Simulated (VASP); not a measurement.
# GaSb (Fm-3m) in VASP: further runs

The runs below take GaSb through single point, with PBE.

All numbers are computed with VASP 6.6.1; they aren't measurements. Logs are shortened: lines on timing, memory, paths and dates and some standing lists are left out, and cuts for length are marked.

## Step 1: The cell of the first run

The structure is cubic, space group Fm-3m (No. 225). The conventional cell has a = 5.784 Å, b = 5.784 Å, c = 5.784 Å, α = 90.00°, β = 90.00°, γ = 90.00°. Ga (site symmetry m-3m) has 6 Sb at 2.89 Å within 3.8 Å. Within 3.8 Å of Sb (site symmetry m-3m) lie 6 Ga at 2.89 Å.

## Step 2: Single point, PBE

File INCAR:

```
PREC     = Accurate       # precision mode
ENCUT    = 500            # plane-wave cutoff, eV
EDIFF    = 1E-6           # SCF threshold, eV
ISMEAR   = 0              # smearing method
SIGMA    = 0.2            # smearing width, eV
LREAL    = False          # projectors in reciprocal space
LASPH    = True           # aspherical terms in the spheres
NELM     = 120            # most SCF steps
ALGO     = Normal         # electronic algorithm
ISIF     = 2              # what is computed and relaxed
LWAVE    = False          # write WAVECAR
LCHARG   = True           # write CHGCAR
GGA      = PE             # functional
LELF     = True           # ELF
LVHAR    = True         
NBANDS   = 16             # bands
GGA_COMPAT= False
```

File KPOINTS:

```
Automatic mesh
0
Gamma
  6 6 6
```

File POSCAR:

```
GaSb
1.0
    0.0000000000      2.8917624600      2.8917624600
    2.8917624600      0.0000000000      2.8917624600
    2.8917624600      2.8917624600      0.0000000000
Ga Sb
1 1
Direct
    0.0000000000      0.0000000000      0.0000000000
    0.5000000000      0.5000000000      0.5000000000
```

Potentials or basis: VASP PAW PBE potentials, release 64 (Ga_d, Sb).

Command:

```
$ cat potpaw_PBE.64/Ga_d/POTCAR potpaw_PBE.64/Sb/POTCAR > POTCAR
$ mpirun -np 1 vasp_std > vasp.out
```

OUTCAR:

```text
PREC = Accurate
   ENCUT = 500
   EDIFF = 1E-6
   ISMEAR = 0
   LREAL = False
   LASPH = True
   NELM = 120
   ISIF = 2
   GGA = PE

 ion  position               nearest neighbor table
   1  0.000  0.000  0.000-   2 2.89   2 2.89   2 2.89   2 2.89   2 2.89   2 2.89
   2  0.500  0.500  0.500-   1 2.89   1 2.89   1 2.89   1 2.89   1 2.89   1 2.89

  LATTYP: Found a face centered cubic cell.
 ALAT       =     5.7835249200

  Lattice vectors:

 A1 = (   0.0000000000,   2.8917624600,   2.8917624600)
 A2 = (   2.8917624600,   0.0000000000,   2.8917624600)
 A3 = (   2.8917624600,   2.8917624600,   0.0000000000)

Analysis of symmetry for initial positions (statically):
=====================================================================
 Subroutine PRICEL returns:
 Original cell was already a primitive cell.

 Routine SETGRP: Setting up the symmetry group for a
 face centered cubic supercell.

 Subroutine GETGRP returns: Found 48 space group operations
 (whereof 48 operations were pure point group operations)
 out of a pool of 48 trial point group operations.

The static configuration has the point symmetry O_h .

Analysis of symmetry for dynamics (positions and initial velocities):
=====================================================================
 Subroutine PRICEL returns:
 Original cell was already a primitive cell.

 Routine SETGRP: Setting up the symmetry group for a
 face centered cubic supercell.

 Subroutine GETGRP returns: Found 48 space group operations
 (whereof 48 operations were pure point group operations)
 out of a pool of 48 trial point group operations.

The dynamic configuration has the point symmetry O_h .

 Subroutine INISYM returns: Found 48 space group operations
 (whereof 48 operations are pure point group operations),
 and found     1 'primitive' translations

----------------------------------------------------------------------------------------

                                     Primitive cell

  volume of cell :      48.3635

  direct lattice vectors                    reciprocal lattice vectors
     0.000000000  2.891762460  2.891762460    -0.172904935  0.172904935  0.172904935
     2.891762460  0.000000000  2.891762460     0.172904935 -0.172904935  0.172904935
     2.891762460  2.891762460  0.000000000     0.172904935  0.172904935 -0.172904935

  length of vectors
     4.089569690  4.089569690  4.089569690     0.299480132  0.299480132  0.299480132

  position of ions in fractional coordinates (direct lattice)
     0.000000000  0.000000000  0.000000000
     0.500000000  0.500000000  0.500000000

  ion indices of the primitive-cell ions
   primitive index   ion index
                 1           1
                 2           2

----------------------------------------------------------------------------------------

 KPOINTS: Automatic mesh

Automatic generation of k-mesh.
 Grid dimensions read from file:
 generate k-points for:    6    6    6

 Generating k-lattice:

  Cartesian coordinates                     Fractional coordinates (reciprocal lattice)
    -0.028817489  0.028817489  0.028817489     0.166666667  0.000000000  0.000000000
     0.028817489 -0.028817489  0.028817489     0.000000000  0.166666667  0.000000000
     0.028817489  0.028817489 -0.028817489     0.000000000  0.000000000  0.166666667

  Length of vectors
     0.049913355  0.049913355  0.049913355

  Shift w.r.t. Gamma in fractional coordinates (k-lattice)
     0.000000000  0.000000000  0.000000000

 Subroutine IBZKPT returns following result:
 ===========================================

 Found     16 irreducible k-points:

 Following reciprocal coordinates:
            Coordinates               Weight
  0.000000  0.000000  0.000000      1.000000
  0.166667  0.000000  0.000000      8.000000
  0.333333  0.000000  0.000000      8.000000
  0.500000  0.000000  0.000000      4.000000
  0.166667  0.166667  0.000000      6.000000
  0.333333  0.166667  0.000000     24.000000
[... 8 lines left out ...]
 -0.333333  0.333333  0.166667     24.000000
 -0.333333  0.500000  0.166667     12.000000
   k-points           NKPTS =     16   k-points in BZ     NKDIM =     16   number of bands    NBANDS=     16
   number of dos      NEDOS =    301   number of ions     NIONS =      2
   total plane-waves  NPLWV =  27000
   dimension x,y,z NGX =    30 NGY =   30 NGZ =   30
   dimension x,y,z NGXF=    60 NGYF=   60 NGZF=   60
   ions per type =               1   1
   NGX,Y,Z   is equivalent  to a cutoff of  12.20, 12.20, 12.20 a.u.
   NGXF,Y,Z  is equivalent  to a cutoff of  24.39, 24.39, 24.39 a.u.
 SYSTEM =  unknown system
   PREC   = accura    normal or accurate (medium, high low for compatibility)
   ISTART =      0    job   : 0-new  1-cont  2-samecut
   ICHARG =      2    charge: 1-file 2-atom 10-const
   ISPIN  =      1    spin polarized calculation?
   LNONCOLLINEAR =      F non collinear calculations
   LSORBIT =      F    spin-orbit coupling
   LASPH  =      T    aspherical Exc in radial PAW
   ENCUT  =  500.0 eV  36.75 Ry    6.06 a.u.   7.46  7.46  7.46*2*pi/ulx,y,z
   NELM   =    120;   NELMIN=  2; NELMDL= -5     # of ELM steps
   EDIFF  = 0.1E-05   stopping-criterion for ELM
   LREAL  =      F    real-space projection
   EDIFFG = 0.1E-04   stopping-criterion for IOM
   NSW    =      0    number of steps for IOM
   IBRION =     -1    ionic relax: 0-MD 1-quasi-New 2-CG
   NFREE  =      0    steps in history (QN), initial steepest desc. (CG)
   ISIF   =      2    stress and relaxation
   ISYM   =      2    0-nonsym 1-usesym 2-fastsym
   POTIM  = 0.5000    time-step for ionic-motion
   TEBEG  =    0.0;   TEEND  =   0.0 temperature during run
   PSTRESS=    0.0 pullay stress
   NELECT =      18.0000    total number of electrons
   NUPDOWN=      -1.0000    fix difference up-down
   EMIN   =  10.00;   EMAX   =-10.00  energy-range for DOS
   EFERMI =   0.00;   METHOD = LEGACY
   ISMEAR =     0;   SIGMA  =   0.20  broadening in eV -4-tet -1-fermi 0-gaus
   EFERMI_NEDOS =   21; number of points for ismear=-14 and -15
   IALGO  =     38    algorithm
   IMIX   =      4    mixing-type and parameters
     AMIX     =   0.40;   BMIX     =  1.00
     AMIX_MAG =   1.60;   BMIX_MAG =  1.00
  volume/ion in A,a.u.               =      24.18       163.19
  Fermi-wavevector in a.u.,A,eV,Ry     =   1.177587  2.225317 18.867355  1.386711
  Thomas-Fermi vector in A             =   2.313931
   LORBIT       =      0    0 simple, 1 ext, 2 COOP (PROOUT), +10 PAW based schemes
   GGA     = PE    functional components
   LHFCALC =     F    Hartree Fock is set to
   AEXX    =    0.0000 exact exchange contribution
   IVDW    =     0    specifies the selected vdW correction
   LEPSILON=     F    determine dielectric tensor
   LRPA    =     F    only Hartree local field effects (RPA)
 non-spin polarized calculation
 Gauss-broadening in eV      SIGMA  =   0.20
  energy-cutoff  :      500.00
  volume of cell :       48.36
 maximum number of plane-waves:      1243
 NGX is ok and might be reduce to    30
   NGX = 15   NGY = 15   NGZ = 15

 number of electron      18.0000001 magnetization

 Free energy of the ion-electron system (eV)
  ---------------------------------------------------
  ext. energy  EPLUGINS =         0.00000000
  ---------------------------------------------------
  free energy    TOTEN  =        -6.93487325 eV

  energy without entropy =       -6.89327672  energy(sigma->0) =       -6.91407499

 E-fermi :   6.5450     XC(G=0): -10.1866

 val. band max:        6.5413667937   @ k =   0.0000   0.0000   0.0000
 cond. band min:       6.6578197512   @ k =   0.3333   0.1667   0.0000
 fundamental gap:      0.1164529575
 Fermi energy:         6.5449567874

 k-point     1 :       0.0000    0.0000    0.0000
  band No.  band energies     occupation
      1      -8.4642      2.00000
      2      -8.4642      2.00000
      3      -8.4438      2.00000
      4      -8.4438      2.00000
      5      -8.4438      2.00000
      6      -5.4188      2.00000
[... 8 lines left out ...]
     15      12.6923      0.00000
     16      12.6923      0.00000

 k-point     2 :       0.1667    0.0000    0.0000
  band No.  band energies     occupation
      1      -8.4685      2.00000
      2      -8.4685      2.00000
      3      -8.4442      2.00000
      4      -8.4406      2.00000
      5      -8.4406      2.00000
      6      -5.0712      2.00000
[... 8 lines left out ...]
     15      13.4083      0.00000
     16      13.4083      0.00000

 k-point     3 :       0.3333    0.0000    0.0000
  band No.  band energies     occupation
      1      -8.4782      2.00000
      2      -8.4782      2.00000
      3      -8.4456      2.00000
      4      -8.4333      2.00000
      5      -8.4333      2.00000
      6      -4.0761      2.00000
[... 8 lines left out ...]
     15      15.3272      0.00000
     16      15.3272      0.00000

 k-point     4 :       0.5000    0.0000    0.0000
  band No.  band energies     occupation
      1      -8.4832      2.00000
      2      -8.4832      2.00000
      3      -8.4465      2.00000
      4      -8.4294      2.00000
      5      -8.4294      2.00000
      6      -3.0719      2.00000
[... 8 lines left out ...]
     15      17.9725      0.00000
     16      17.9725      0.00000
[... 172 lines left out ...]
 k-point    14 :       0.5000    0.3333    0.1667
  band No.  band energies     occupation
      1      -8.5066      2.00000
      2      -8.4689      2.00000
      3      -8.4456      2.00000
      4      -8.4318      2.00000
      5      -8.4271      2.00000
      6      -3.2434      2.00000
[... 8 lines left out ...]
     15      17.0228      0.00000
     16      17.1240      0.00000

 k-point    15 :      -0.3333    0.3333    0.1667
  band No.  band energies     occupation
      1      -8.5102      2.00000
      2      -8.4732      2.00000
      3      -8.4400      2.00000
      4      -8.4369      2.00000
      5      -8.4237      2.00000
      6      -2.4253      2.00000
[... 8 lines left out ...]
     15      14.7583      0.00000
     16      18.9705      0.00000

 k-point    16 :      -0.3333    0.5000    0.1667
  band No.  band energies     occupation
      1      -8.5259      2.00000
      2      -8.4652      2.00000
      3      -8.4472      2.00000
      4      -8.4299      2.00000
      5      -8.4203      2.00000
      6      -2.2091      2.00000
[... 8 lines left out ...]
     15      17.1125      0.00000
     16      19.7461      0.00000

------------------------ aborting loop because EDIFF is reached ----------------------------------------

  FORCE on cell =-STRESS in cart. coord.  units (eV):
  Direction    XX          YY          ZZ          XY          YZ          ZX
  --------------------------------------------------------------------------------------
  -------------------------------------------------------------------------------------
  Total        0.2177818      0.2177818      0.2177818      0.0000000      0.0000000     -0.0000000
  in kB        7.2146347      7.2146347      7.2146347      0.0000000      0.0000000     -0.0000000
  external PRESSURE =       7.2146347 kB  Pullay stress =       0.0000000 kB

 VOLUME and BASIS-vectors are now :
 -----------------------------------------------------------------------------
  energy-cutoff  :      500.00
  volume of cell :       48.36
      direct lattice vectors                 reciprocal lattice vectors
     0.000000000  2.891762460  2.891762460    -0.172904935  0.172904935  0.172904935
     2.891762460  0.000000000  2.891762460     0.172904935 -0.172904935  0.172904935
     2.891762460  2.891762460  0.000000000     0.172904935  0.172904935 -0.172904935

 POSITION                                       TOTAL-FORCE (eV/Angst)
 -----------------------------------------------------------------------------------
      0.00000      0.00000      0.00000         0.000000      0.000000     -0.000000
      2.89176      2.89176      2.89176        -0.000000     -0.000000      0.000000
 -----------------------------------------------------------------------------------
    total drift:                               -0.000000      0.000000      0.000000

  FREE ENERGIE OF THE ION-ELECTRON SYSTEM (eV)
  ---------------------------------------------------
  free  energy   TOTEN  =        -6.9348732549 eV

  energy  without entropy=       -6.8932767229  energy(sigma->0) =       -6.91407499
```

Wall time 19 s (1 thread of Intel Xeon 8259CL, shared host); peak memory 0.17 GiB.

What came out:

- Free energy: -6.9349 eV
- Pressure: 0.7 GPa
- Band gap on the k mesh: zero (band 9 reaches 7.29 eV, above the bottom of band 10 at 4.04 eV)

Caveat: spin-orbit coupling is left out, which moves the levels of the heavy elements.

## Step 3: Single point, PBE

This run uses another cell than the first one, of 24.55 Å³/atom, 1.015 times its volume.

File INCAR:

```
ALGO = Normal
EDIFF = 1E-6
ENCUT = 500
GGA = PE
GGA_COMPAT = False
ISIF = 2
ISMEAR = 0
LASPH = True
LCHARG = True
LELF = True
LREAL = False
LVHAR = True
LWAVE = False
NBANDS = 16
NELM = 120
PREC = Accurate
SIGMA = 0.2
```

File KPOINTS:

```
k-points
0
Gamma
  6 6 6
```

File POSCAR:

```
GaSb
1.0
    0.0000000000      2.9064384715      2.9064384715
    2.9064384715      0.0000000000      2.9064384715
    2.9064384715      2.9064384715      0.0000000000
Ga Sb
1 1
Direct
    0.5000000000      0.5000000000      0.5000000000
    0.0000000000      0.0000000000      0.0000000000
```

Potentials or basis: VASP PAW PBE potentials, release 64 (Ga_d, Sb).

Command:

```
$ cat potpaw_PBE.64/Ga_d/POTCAR potpaw_PBE.64/Sb/POTCAR > POTCAR
$ mpirun -np 1 vasp_std > vasp.out
```

It took 22 s on 1 thread of Intel Xeon 8259CL, shared host; peak memory 0.17 GiB.

Results (log left out):

```yaml
Free_energy: -6.9363 eV
Pressure: -0.1 GPa
Band_gap_on_the_k_mesh: zero (band 9 reaches 7.10 eV, above the bottom of band 10 at 3.91 eV)
```

Levels at points of the mesh, in eV from the Fermi level:
| k point | band 5 | band 6 | band 7 | band 8 | band 9 | band 10 | band 11 | band 12 | band 13 | band 14 |
| --- | --- | --- | --- | --- | --- | --- | --- | --- | --- | --- |
| (0.00, 0.00, 0.00) | -14.97 | -11.85 | -0.49 | 0.00 | 0.00 | 0.00 | 5.96 | 5.96 | 5.96 | 6.14 |
| (0.50, 0.00, 0.00) | -14.96 | -9.56 | -7.42 | 0.31 | 0.31 | 2.03 | 2.03 | 2.50 | 2.65 | 10.97 |
| (0.50, 0.50, 0.00) | -14.95 | -8.91 | -5.10 | -4.14 | -2.46 | -2.46 | 2.92 | 8.57 | 8.57 | 11.29 |

Caveat: spin-orbit coupling is left out, which moves the levels of the heavy elements.
